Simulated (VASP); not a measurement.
# Ga16As3P13 (P1) in VASP: notebook

The runs below take Ga16As3P13 through single point, with PBEsol.

All numbers are computed with VASP 6.6.1; they aren't measurements. Logs are shortened: lines on timing, memory, paths and dates and some standing lists are left out, and cuts for length are marked.

## 1. The cell of the first run

The typed cell holds 96 atoms: a = 11.568 Å, b = 13.382 Å, c = 12.739 Å, α = 90.00°, β = 90.00°, γ = 90.00°.

## 2. Single point, PBEsol

The input, INCAR:

```
  ALGO = Normal
  EDIFF = 1E-6
  ENCUT = 500
  GGA = PS
  GGA_COMPAT = False
  ISIF = 2
  ISMEAR = -1
  ISYM = -1
  KPAR = 1
  LASPH = True
  LCHARG = False
  LREAL = Auto
  LWAVE = False
  NBANDS = 486
  NELM = 120
  PREC = Accurate
  SIGMA = 0.05
```

The input, KPOINTS:

```
explicit points
1
Reciprocal
  0.25000000   0.25000000   0.25000000 1
```

The input, POSCAR:

```
Ga16As3P13
1.0
   11.5675458512     -0.0000000016      0.0000000000
   -0.0000019981     13.3815830269      0.0000000000
    0.0000000000      0.0000000000     12.7392240474
Ga P As
48 39 9
Direct
    0.9996370000      0.1648150000      0.9999350000
    0.0001990000      0.1611820000      0.5026080000
    0.3286200000      0.1682670000      0.0008060000
    0.3278230000      0.1652860000      0.5031030000
    0.1643600000      0.4170860000      0.9977490000
    0.1657700000      0.4219190000      0.4986410000
    0.0039430000      0.6702830000      0.0030820000
    0.9996200000      0.6683090000      0.4997210000
    0.6715870000      0.1682780000      0.0016380000
    0.6720330000      0.1697270000      0.5016170000
    0.5017030000      0.4160990000      0.9995630000
    0.5042390000      0.4183530000      0.4968990000
    0.3330150000      0.6614930000      0.0027400000
    0.3334060000      0.6652050000      0.4997060000
    0.1633700000      0.9189150000      0.0026340000
    0.1661880000      0.9150040000      0.5001580000
    0.8341240000      0.4136080000      0.0019200000
    0.8306550000      0.4186130000      0.5007920000
    0.6634590000      0.6682540000      0.0026880000
    0.6672780000      0.6663200000      0.4998820000
    0.5039130000      0.9143870000      0.9972720000
    0.5010180000      0.9116800000      0.4993400000
    0.8331520000      0.9159280000      0.0008430000
    0.8330100000      0.9166600000      0.5015320000
    0.1658030000      0.0831230000      0.2511800000
    0.1650860000      0.0816370000      0.7513540000
    0.9997610000      0.3317740000      0.2445450000
    0.9947590000      0.3306480000      0.7515140000
    0.4995880000      0.0883600000      0.2465860000
    0.5007560000      0.0827800000      0.7432260000
    0.3318310000      0.3343870000      0.2427110000
    0.3329390000      0.3286900000      0.7540540000
    0.1652520000      0.5828460000      0.2500060000
    0.1660590000      0.5886840000      0.7526660000
    0.9990160000      0.8342490000      0.2514210000
    0.9989650000      0.8334170000      0.7506220000
    0.8330830000      0.0829240000      0.2510290000
    0.8328310000      0.0817350000      0.7514160000
    0.6673550000      0.3340790000      0.2497230000
    0.6708830000      0.3315490000      0.7527060000
    0.4997310000      0.5831480000      0.2504230000
    0.4994370000      0.5878600000      0.7526460000
    0.3285670000      0.8305330000      0.2518620000
    0.3323720000      0.8341060000      0.7441650000
    0.8338690000      0.5828940000      0.2500600000
    0.8332050000      0.5834700000      0.7458910000
    0.6711300000      0.8309090000      0.2528840000
    0.6673340000      0.8325370000      0.7494560000
    0.9996660000      0.1647940000      0.1860030000
    0.9989710000      0.1646260000      0.6885600000
    0.3307150000      0.1672320000      0.1858050000
    0.3311440000      0.1644070000      0.6881690000
    0.1647940000      0.4177290000      0.1836900000
    0.0000660000      0.6680620000      0.1887610000
    0.9996540000      0.6681770000      0.6860470000
    0.6687590000      0.1682720000      0.1872240000
    0.6692720000      0.1668330000      0.6870290000
    0.5010610000      0.4171310000      0.1857140000
    0.3323890000      0.6647910000      0.1883510000
    0.3331610000      0.6676240000      0.6858670000
    0.1651520000      0.9167570000      0.1886380000
    0.1647280000      0.9166370000      0.6860270000
    0.8336530000      0.4167930000      0.1870350000
    0.8328460000      0.4165320000      0.6865910000
    0.6670290000      0.6658480000      0.1884750000
    0.6665180000      0.6670380000      0.6860240000
    0.5013420000      0.9153280000      0.6850560000
    0.8337340000      0.9167710000      0.1873770000
    0.8332160000      0.9165290000      0.6876370000
    0.1654170000      0.0803470000      0.4373510000
    0.1650250000      0.0831990000      0.9372030000
    0.9986950000      0.3306490000      0.9376230000
    0.3324660000      0.3340820000      0.9392790000
    0.1652730000      0.5860890000      0.4358830000
    0.1655990000      0.5837410000      0.9381750000
    0.9986020000      0.8339920000      0.4374460000
    0.9996450000      0.8347330000      0.9374300000
    0.8334090000      0.0820020000      0.4373820000
    0.8337160000      0.0818970000      0.9375670000
    0.6680750000      0.3342570000      0.4356460000
    0.6682100000      0.3327630000      0.9381340000
    0.5007460000      0.5841740000      0.4362790000
    0.4998760000      0.5827030000      0.9385080000
    0.3321870000      0.8311000000      0.4379460000
    0.8335240000      0.5839090000      0.4370860000
    0.6687190000      0.8315300000      0.4381920000
    0.6685210000      0.8321640000      0.9357730000
    0.1653680000      0.4174580000      0.6892610000
    0.5009940000      0.4168840000      0.6880990000
    0.5004040000      0.9157380000      0.1878090000
    0.9990110000      0.3313380000      0.4356850000
    0.5004780000      0.0836160000      0.4378370000
    0.5003410000      0.0849230000      0.9347850000
    0.3327910000      0.3341450000      0.4338440000
    0.3314430000      0.8311310000      0.9354860000
    0.8342080000      0.5838100000      0.9370790000
```

Potentials or basis: VASP PAW PBE potentials, release 64 (Ga_d, P, As).

Launch:

```sh
cat potpaw_PBE.64/Ga_d/POTCAR potpaw_PBE.64/P/POTCAR potpaw_PBE.64/As/POTCAR > POTCAR
mpirun -np 4 vasp_std > vasp.out
```

OUTCAR:

```text
EDIFF = 1E-6
   ENCUT = 500
   GGA = PS
   ISIF = 2
   ISMEAR = -1
   ISYM = -1
   LASPH = True
   LREAL = Auto
   NELM = 120
   PREC = Accurate

 ion  position               nearest neighbor table
   1  1.000  0.165  1.000-  71 2.34  79 2.36  72 2.36  49 2.37
   2  0.000  0.161  0.503-  70 2.35  78 2.35  50 2.37  91 2.43
   3  0.329  0.168  0.001-  71 2.35  73 2.35  51 2.36  93 2.43
   4  0.328  0.165  0.503-  70 2.35  52 2.36  92 2.42  94 2.43
   5  0.164  0.417  0.998-  75 2.36  73 2.36  72 2.37  53 2.37
   6  0.166  0.422  0.499-  74 2.34  94 2.41  91 2.42  88 2.43
[... 88 lines left out ...]
  95  0.331  0.831  0.935-  21 2.42  13 2.43  15 2.43  44 2.44
  96  0.834  0.584  0.937-  17 2.42  19 2.42   7 2.43  46 2.44

IMPORTANT INFORMATION: All symmetrisations will be switched off!
NOSYMM: (Re-)initialisation of all symmetry stuff for point group C_1.

----------------------------------------------------------------------------------------

                                     Primitive cell

  volume of cell :    1971.9309

  direct lattice vectors                    reciprocal lattice vectors
    11.567545851 -0.000000002  0.000000000     0.086448760  0.000000013  0.000000000
    -0.000001998 13.381583027  0.000000000     0.000000000  0.074729574  0.000000000
     0.000000000  0.000000000 12.739224047     0.000000000  0.000000000  0.078497717

  length of vectors
    11.567545851 13.381583027 12.739224047     0.086448760  0.074729574  0.078497717

  position of ions in fractional coordinates (direct lattice)
     0.999637000  0.164815000  0.999935000
     0.000199000  0.161182000  0.502608000
     0.328620000  0.168267000  0.000806000
     0.327823000  0.165286000  0.503103000
     0.164360000  0.417086000  0.997749000
     0.165770000  0.421919000  0.498641000
[... 88 lines left out ...]
     0.331443000  0.831131000  0.935486000
     0.834208000  0.583810000  0.937079000

  ion indices of the primitive-cell ions
   primitive index   ion index
                 1           1
                 2           2
                 3           3
                 4           4
                 5           5
                 6           6
[... 88 lines left out ...]
                95          95
                96          96

----------------------------------------------------------------------------------------

 KPOINTS: explicit points

Read explicit list of k-points.

 Found      1 k-points:

 Following reciprocal coordinates:
            Coordinates               Weight
  0.250000  0.250000  0.250000      1.000000
   k-points           NKPTS =      1   k-points in BZ     NKDIM =      1   number of bands    NBANDS=    488
   number of dos      NEDOS =    301   number of ions     NIONS =     96
   total plane-waves  NPLWV = 790272
   dimension x,y,z NGX =    84 NGY =   98 NGZ =   96
   dimension x,y,z NGXF=   168 NGYF=  196 NGZF=  192
   ions per type =              48  39   9
   NGX,Y,Z   is equivalent  to a cutoff of  12.07, 12.18, 12.53 a.u.
   NGXF,Y,Z  is equivalent  to a cutoff of  24.14, 24.35, 25.06 a.u.
 SYSTEM =  unknown system
   PREC   = accura    normal or accurate (medium, high low for compatibility)
   ISTART =      0    job   : 0-new  1-cont  2-samecut
   ICHARG =      2    charge: 1-file 2-atom 10-const
   ISPIN  =      1    spin polarized calculation?
   LNONCOLLINEAR =      F non collinear calculations
   LSORBIT =      F    spin-orbit coupling
   LASPH  =      T    aspherical Exc in radial PAW
   ENCUT  =  500.0 eV  36.75 Ry    6.06 a.u.  21.09 24.40 23.23*2*pi/ulx,y,z
   NELM   =    120;   NELMIN=  2; NELMDL= -5     # of ELM steps
   EDIFF  = 0.1E-05   stopping-criterion for ELM
   LREAL  =      T    real-space projection
   EDIFFG = 0.1E-04   stopping-criterion for IOM
   NSW    =      0    number of steps for IOM
   IBRION =     -1    ionic relax: 0-MD 1-quasi-New 2-CG
   NFREE  =      0    steps in history (QN), initial steepest desc. (CG)
   ISIF   =      2    stress and relaxation
   ISYM   =     -1    0-nonsym 1-usesym 2-fastsym
   POTIM  = 0.5000    time-step for ionic-motion
   TEBEG  =    0.0;   TEEND  =   0.0 temperature during run
   PSTRESS=    0.0 pullay stress
   NELECT =     864.0000    total number of electrons
   NUPDOWN=      -1.0000    fix difference up-down
   EMIN   =  10.00;   EMAX   =-10.00  energy-range for DOS
   EFERMI =   0.00;   METHOD = LEGACY
   ISMEAR =    -1;   SIGMA  =   0.05  broadening in eV -4-tet -1-fermi 0-gaus
   EFERMI_NEDOS =   21; number of points for ismear=-14 and -15
   IALGO  =     38    algorithm
   IMIX   =      4    mixing-type and parameters
     AMIX     =   0.40;   BMIX     =  1.00
     AMIX_MAG =   1.60;   BMIX_MAG =  1.00
  volume/ion in A,a.u.               =      20.54       138.62
  Fermi-wavevector in a.u.,A,eV,Ry     =   1.243413  2.349710 21.035650  1.546077
  Thomas-Fermi vector in A             =   2.377725
   LORBIT       =      0    0 simple, 1 ext, 2 COOP (PROOUT), +10 PAW based schemes
   GGA     = PS    functional components
   LHFCALC =     F    Hartree Fock is set to
   AEXX    =    0.0000 exact exchange contribution
   IVDW    =     0    specifies the selected vdW correction
   LEPSILON=     F    determine dielectric tensor
   LRPA    =     F    only Hartree local field effects (RPA)
 non-spin polarized calculation
  energy-cutoff  :      500.00
  volume of cell :     1971.93
 maximum number of plane-waves:     50057
 NGX is ok and might be reduce to    84
   NGX = 43   NGY = 49   NGZ = 47

 number of electron     863.9999964 magnetization

 Free energy of the ion-electron system (eV)
  ---------------------------------------------------
  ext. energy  EPLUGINS =         0.00000000
  ---------------------------------------------------
  free energy    TOTEN  =      -467.88109174 eV

  energy without entropy =     -467.88109103  energy(sigma->0) =     -467.88109138

 E-fermi :   5.1470     XC(G=0):  -9.9983

 val. band max:        4.3789131868   @ k =   0.2500   0.2500   0.2500
 cond. band min:       5.9174614577   @ k =   0.2500   0.2500   0.2500
 fundamental gap:      1.5385482709
 Fermi energy:         5.1470110874

 k-point     1 :       0.2500    0.2500    0.2500
  band No.  band energies     occupation
      1     -10.2499      2.00000
      2     -10.2489      2.00000
      3     -10.2462      2.00000
      4     -10.2431      2.00000
      5     -10.2414      2.00000
      6     -10.2405      2.00000
[... 436 lines left out ...]
    443       6.6163      0.00000
    444       6.6858      0.00000
 [bands above 444 left out]

------------------------ aborting loop because EDIFF is reached ----------------------------------------

  FORCE on cell =-STRESS in cart. coord.  units (eV):
  Direction    XX          YY          ZZ          XY          YZ          ZX
  --------------------------------------------------------------------------------------
  -------------------------------------------------------------------------------------
  Total        0.1171747     -0.2453809     -0.6486692      0.9215854     -0.2302914      0.6933919
  in kB        0.0952035     -0.1993699     -0.5270382      0.7487804     -0.1871098      0.5633751
  external PRESSURE =      -0.2104015 kB  Pullay stress =       0.0000000 kB

 VOLUME and BASIS-vectors are now :
 -----------------------------------------------------------------------------
  energy-cutoff  :      500.00
  volume of cell :     1971.93
      direct lattice vectors                 reciprocal lattice vectors
    11.567545851 -0.000000002  0.000000000     0.086448760  0.000000013  0.000000000
    -0.000001998 13.381583027  0.000000000     0.000000000  0.074729574  0.000000000
     0.000000000  0.000000000 12.739224047     0.000000000  0.000000000  0.078497717

 POSITION                                       TOTAL-FORCE (eV/Angst)
 -----------------------------------------------------------------------------------
     11.56335      2.20549     12.73840        -0.001157     -0.003565      0.000618
      0.00230      2.15687      6.40284        -0.001167     -0.016511      0.002472
      3.80133      2.25168      0.01027        -0.012190      0.008685     -0.000113
      3.79211      2.21179      6.40914        -0.012090     -0.010807      0.011539
      1.90124      5.58127     12.71055         0.000649      0.001257     -0.006049
      1.91755      5.64594      6.35230        -0.003231      0.023102     -0.005827
[... 88 lines left out ...]
      3.83398     11.12185     11.91737         0.000062     -0.001188      0.004078
      9.64974      7.81230     11.93766        -0.000027      0.002252      0.003595
 -----------------------------------------------------------------------------------
    total drift:                               -0.026593     -0.025851      0.015585

  FREE ENERGIE OF THE ION-ELECTRON SYSTEM (eV)
  ---------------------------------------------------
  free  energy   TOTEN  =      -467.8810917397 eV

  energy  without entropy=     -467.8810910266  energy(sigma->0) =     -467.88109138
```

Wall time 10 min (4 MPI ranks of Intel Xeon Platinum 8488C (Sapphire Rapids), shared host); peak memory 0.68 GiB.

What came out:

| Quantity | Value |
| --- | --- |
| Free energy | -467.8811 eV |
| Pressure | 0.0 GPa |
| Largest force | 0.024 eV/Å |
| Band gap on the k mesh | 1.54 eV |

Forces on the atoms (eV/Å):
```
Ga  -0.001 -0.004  0.001
Ga  -0.001 -0.017  0.002
Ga  -0.012  0.009  0.000
Ga  -0.012 -0.011  0.012
Ga   0.001  0.001 -0.006
Ga  -0.003  0.023 -0.006
Ga   0.014  0.005  0.006
Ga   0.000 -0.003 -0.003
Ga   0.013  0.009  0.002
Ga   0.012  0.008  0.005
Ga   0.005  0.001 -0.002
Ga   0.016  0.007 -0.016
Ga   0.001 -0.016  0.008
Ga   0.001 -0.003 -0.004
Ga  -0.012  0.006  0.003
Ga  -0.001 -0.003 -0.007
Ga  -0.001 -0.018  0.005
Ga  -0.018  0.008 -0.005
Ga  -0.012  0.005  0.005
Ga  -0.001 -0.003 -0.006
Ga   0.015 -0.009 -0.012
Ga   0.002 -0.022 -0.004
Ga   0.000  0.001 -0.004
Ga  -0.001  0.001 -0.001
Ga   0.001 -0.002 -0.004
Ga   0.002  0.003 -0.003
Ga  -0.002  0.004 -0.017
Ga  -0.015 -0.003  0.001
Ga   0.003  0.015 -0.016
Ga   0.002  0.000 -0.021
Ga   0.000  0.001 -0.022
Ga   0.000 -0.014  0.013
Ga  -0.001  0.001 -0.010
Ga  -0.001  0.017  0.001
Ga  -0.001  0.001 -0.002
Ga   0.000  0.004  0.000
Ga   0.000 -0.001 -0.003
Ga   0.002 -0.001 -0.007
Ga   0.002  0.006 -0.005
Ga   0.012 -0.005  0.006
Ga   0.001  0.000 -0.005
Ga   0.002  0.016  0.001
Ga  -0.014 -0.008  0.006
Ga   0.001  0.005 -0.022
Ga   0.000 -0.001  0.001
Ga   0.002 -0.002 -0.022
Ga   0.010 -0.008  0.010
Ga   0.000  0.002 -0.005
P    0.000  0.003  0.000
P   -0.005  0.002  0.001
P    0.002 -0.001  0.005
P   -0.007 -0.004  0.003
P    0.002 -0.002  0.000
P    0.001  0.000  0.003
P    0.002  0.000  0.002
P   -0.006  0.000  0.006
P   -0.005 -0.003  0.004
P    0.003 -0.005  0.000
P   -0.001  0.004  0.001
P   -0.001  0.002  0.000
P   -0.004 -0.001  0.003
P   -0.004 -0.003  0.007
P    0.001 -0.008  0.003
P    0.001 -0.007  0.011
P   -0.001  0.005 -0.002
P    0.000 -0.002  0.006
P    0.000  0.000  0.004
P    0.001 -0.011  0.003
P    0.003 -0.010  0.002
P   -0.007 -0.001  0.006
P   -0.004  0.005  0.006
P    0.003 -0.002  0.001
P    0.000 -0.004 -0.003
P    0.003 -0.001  0.011
P    0.001  0.007  0.006
P    0.004  0.003  0.002
P    0.004 -0.005  0.006
P    0.002  0.000  0.005
P    0.000  0.002  0.005
P    0.003 -0.003  0.006
P    0.000  0.000  0.003
P    0.001  0.005  0.010
P   -0.002  0.004  0.005
P    0.002  0.004  0.003
P   -0.002  0.009  0.008
P   -0.004  0.001 -0.002
P   -0.006  0.004  0.005
As  -0.002  0.006 -0.004
As   0.002  0.001 -0.002
As  -0.001  0.002  0.000
As  -0.002 -0.004 -0.002
As   0.002  0.000 -0.001
As   0.002  0.003  0.005
As   0.008 -0.002  0.003
As   0.000 -0.001  0.004
As   0.000  0.002  0.004
```

Stress tensor (GPa, compression positive):
```
 0.01  0.07  0.06
 0.07 -0.02 -0.02
 0.06 -0.02 -0.05
```

Caveat: the PAW data sets were made with another functional, which shifts forces and pressure a little; a shifted mesh leaves out Γ, where band edges can lie. A k mesh can miss the band edges.

[end of part 1 of 2]
